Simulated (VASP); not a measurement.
Wanted: the native input for a VASP 6.6.1 run.

```
Task                   : single point
Functional             : PBE
Dispersion             : D3(BJ)
Potentials or basis    : VASP PAW PBE potentials, release 64 (F_h, H_h)
Cutoff                 : 1010 eV
k mesh                 : 1 × 1 × 1
Occupations            : fermi-dirac, width 0.02 eV
Spin                   : no spin polarisation
Dipole correction      : no
Further INCAR settings : LREAL = Auto; ALGO = Normal; EDIFF = 1e-06; NBANDS = 66
```

The structure of HF lies in POSCAR:

```
HF
1.0
    7.1725540000      0.0000000000      0.0000000000
    0.0000000000      7.4376980000      0.0000000000
    0.0000000000      0.0000000000      7.4933130000
F H
12 12
Direct
    0.1980884354     -0.0038856108      0.6215007968
    0.4228898102      0.5062184563      0.4709932709
    0.7745358209      0.3273459073      0.9352205093
    0.2567146933      0.8195008724      0.8652781487
    0.8267905686      0.6102425777      0.0683409328
    0.0866915746      0.6365275923      0.5907800728
    0.3412870785      0.5296396815      0.9652072454
    0.7544871743      0.0938596862      0.4293027663
    0.4458523421      0.2125926597      0.8281116777
    0.6542160575      0.6823751112      0.3331637154
    0.0550292127      0.9038683743      0.3421584018
    0.4664307860      0.1980720379      0.3098629405
    0.1295215066     -0.0504860509      0.5180885945
    0.5074900795      0.6058729462      0.4040268970
    0.6736373125      0.2445514728      0.9051803922
    0.2121141228      0.8688037616      0.7513765940
    0.7902484945      0.4938355927      0.0106761856
    0.2003191611      0.6112106192      0.5342096346
    0.2965052616      0.6448231697      0.9188992906
    0.6345856720      0.1086760984      0.3694760915
    0.4091569056      0.3323205648      0.8702559202
    0.6935604807      0.6707451687      0.2078920232
   -0.0394838436      0.9819301617      0.3584796204
    0.4291776681      0.3026608502      0.3872786310
```

These files were run (other wordings do the same):

INCAR

```
SYSTEM = HF
PREC = Accurate
ENCUT = 1010
EDIFF = 1E-6
ISMEAR = -1
SIGMA = 0.02
LREAL = Auto
LASPH = .True.
NELM = 120
ALGO = Normal
ISIF = 2
LWAVE = .False.
LCHARG = .False.
GGA = PE
IVDW = 12
NBANDS = 66
GGA_COMPAT = .False.
```

KPOINTS

```
regular mesh
0
Gamma
  1 1 1
  0 0 0
```

Potentials or basis: VASP PAW PBE potentials, release 64 (F_h, H_h).

The run is started by

```console
$ cat potpaw_PBE.64/F_h/POTCAR potpaw_PBE.64/H_h/POTCAR > POTCAR
$ mpirun -np 1 vasp_gam > vasp.out
```

It gave:

```json
{
  "Pressure": "0.1 GPa",
  "Largest force": "3.541 eV/Å",
  "Dispersion energy per atom": "-0.019 eV"
}
```

Caveat: the k points lie up to 0.88 Å⁻¹ apart, too coarse for converged energies, forces and pressures; the atoms stand as in a frame of molecular dynamics.

Wall time 78 s on 1 thread of Intel(R) Xeon(R) 6975P-C (Granite Rapids), with other jobs on the host, peak memory 0.85 GiB.
